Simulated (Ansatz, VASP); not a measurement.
## Ag in VASP and in Ansatz

```
CELL_PARAMETERS angstrom
0.00000 2.00457 2.00457
2.00457 0.00000 2.00457
2.00457 2.00457 0.00000
ATOMIC_POSITIONS crystal
Ag 0.00000 0.00000 0.00000
```

Alike in both runs: task relaxation of cell and atoms; functional LDA; k mesh 16 × 16 × 16; occupations gaussian, width 0.1 eV; no spin polarisation.

|  | VASP | Ansatz |
| --- | --- | --- |
| version | VASP 6.6.1 | Ansatz 0.2.0 |
| potentials or method | VASP PAW LDA potentials, release 64 (Ag), cutoff 600 eV | scalar-relativistic, plane waves, PAW |
| valence electrons in the cell | 11 | 19 |

|  | VASP | Ansatz | Ansatz less VASP |
| --- | --- | --- | --- |
| gap on the k mesh at the Fermi level, each at its own relaxed structure (eV) | none | none | - |
| relaxed volume (Å³/atom) | 16.03 | 16.02 | -0.014 |
| relaxed cell length with the largest relative difference (Å) | 2.830 | 2.830 | -0.0008 |

Ansatz warns that its potentials were made for another functional, while VASP's fit it. LDA's correlation is that of Perdew and Zunger in VASP and of Perdew and Wang (1992) in Ansatz. A gap of «none» marks a metal or a gap that the smearing closes. VASP's potentials hold 11 valence electrons a cell and Ansatz's 19, so a difference there can come from the potentials and not from the codes.
